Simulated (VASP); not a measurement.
Set up this calculation in VASP 6.6.1, as the native input.

* Task: single point
* Functional: r2SCAN
* Potentials or basis: VASP PAW PBE potentials, release 64 (Pb_d)
* Cutoff: 520 eV
* k mesh: 7 × 7 × 7
* Occupations: fermi-dirac, width 0.05 eV
* Spin: no spin polarisation
* Dipole correction: no
* Further INCAR settings: ALGO = Normal; EDIFF = 1e-06; NBANDS = 21

Pb:

```
Pb
1.0
     0.00000    3.46178    3.46178
     3.46178    0.00000    3.46178
     3.46178    3.46178    0.00000
Pb
2
Direct
  0.25000 0.25000 0.25000
  0.00000 0.00000 0.00000
```

The input as run:

POSCAR

```
Pb
1.0
    0.0000000000      3.4617755540      3.4617755540
    3.4617755540      0.0000000000      3.4617755540
    3.4617755540      3.4617755540      0.0000000000
Pb
2
Direct
    0.2500000000      0.2500000000      0.2500000000
    0.0000000000      0.0000000000      0.0000000000
```

INCAR.step1

```
  ALGO = Normal
  EDIFF = 1E-4
  ENCUT = 520
  GGA = PE
  ISMEAR = -1
  LASPH = T
  LCHARG = F
  LREAL = F
  LWAVE = T
  NBANDS = 21
  NELM = 60
  PREC = Accurate
  SIGMA = 0.05
```

INCAR.step2

```
  ALGO = Normal
  EDIFF = 1E-6
  ENCUT = 520
  ISIF = 2
  ISMEAR = -1
  ISTART = 1
  LASPH = T
  LCHARG = F
  LMIXTAU = T
  LREAL = F
  LWAVE = F
  METAGGA = R2SCAN
  NBANDS = 21
  NELM = 60
  PREC = Accurate
  SIGMA = 0.05
```

KPOINTS

```
k-points
0
Gamma
  7 7 7
```

Potentials or basis: VASP PAW PBE potentials, release 64 (Pb_d).

Command:

```console
$ cat potpaw_PBE.64/Pb_d/POTCAR > POTCAR
$ cp INCAR.step1 INCAR
$ mpirun -np 1 vasp_std > vasp.out
$ cp INCAR.step2 INCAR
$ mpirun -np 1 vasp_std > vasp.out
```

Results of the run:

The pressure is 0.4 GPa. The band gap on the k mesh is zero (band 14 reaches 4.40 eV, above the bottom of band 15 at 3.27 eV).

Caveat: the PAW data sets were made with another functional, which shifts forces and pressure a little; spin-orbit coupling is left out, which moves the levels of the heavy elements.

It took 45 s on 1 thread of Intel(R) Xeon(R) 6975P-C (Granite Rapids), with other jobs on the host, peak memory 0.21 GiB.
